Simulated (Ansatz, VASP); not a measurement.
## Two plane-wave programs on ZnS

INCAR

```
SYSTEM = ZnS
PREC = Accurate
ENCUT = 520
EDIFF = 1E-7
ISMEAR = 0
SIGMA = 0.05
LREAL = .FALSE.
LASPH = .TRUE.
NELM = 80
ALGO = Normal
ISIF = 2
LWAVE = .FALSE.
LCHARG = .TRUE.
GGA = PE
LELF = .TRUE.
LVHAR = .TRUE.
NBANDS = 26
```

KPOINTS

```
Automatic mesh
0
G
  10 10 6
  0 0 0
```

The input POSCAR:

```
ZnS
1.0
    3.8457472826      0.0000000000      0.0000000000
   -1.9228736413      3.3305148432      0.0000000000
    0.0000000000      0.0000000000      6.3043756624
Zn S
2 2
Direct
    0.3333333333      0.6666666667      0.0052019370
    0.6666666667      0.3333333333      0.5052019370
    0.3333333333      0.6666666667      0.3797980630
    0.6666666667      0.3333333333      0.8797980630
```

Input for Ansatz:

```yaml
crystal:
  lattice:
    - [3.845747278814, 0.0, 0.0]
    - [-1.922873639407, 3.330514839988, 0.0]
    - [0.0, 0.0, 6.3043756767]
  atoms:
    - { symbol: Zn, position: [0.3333333333333, 0.6666666666667, 0.0052019376] }
    - { symbol: Zn, position: [0.6666666666667, 0.3333333333333, 0.5052019376] }
    - { symbol: S, position: [0.3333333333333, 0.6666666666667, 0.3797980624] }
    - { symbol: S, position: [0.6666666666667, 0.3333333333333, 0.8797980624] }
basis:
  ecutwfc: "600 eV"
  ecutrho_ratio: 4
kpoints:
  mp_grid: { grid: [10, 10, 6] }
hamiltonian:
  xc: pbe
scf:
  occupations: { method: gaussian, width: 0.05 }
  n_extra_bands: 4
output:
  forces: true
  stress: true
```

Alike in both runs: task single point; functional PBE; k mesh 10 × 10 × 6; occupations gaussian, width 0.05 eV; no spin polarisation.

|  | VASP | Ansatz |
| --- | --- | --- |
| version | VASP 6.6.1 | Ansatz 0.2.0 |
| potentials or method | VASP PAW PBE potentials, release 64 (Zn, S), cutoff 520 eV | scalar-relativistic, plane waves, PAW |
| valence electrons in the cell | 36 | 36 |

```tsv
	VASP	Ansatz	Ansatz less VASP
pressure (GPa)	0.1	0.0	-0.15
```

With one functional, cell and mesh, what is left measures potentials, basis and numerics.
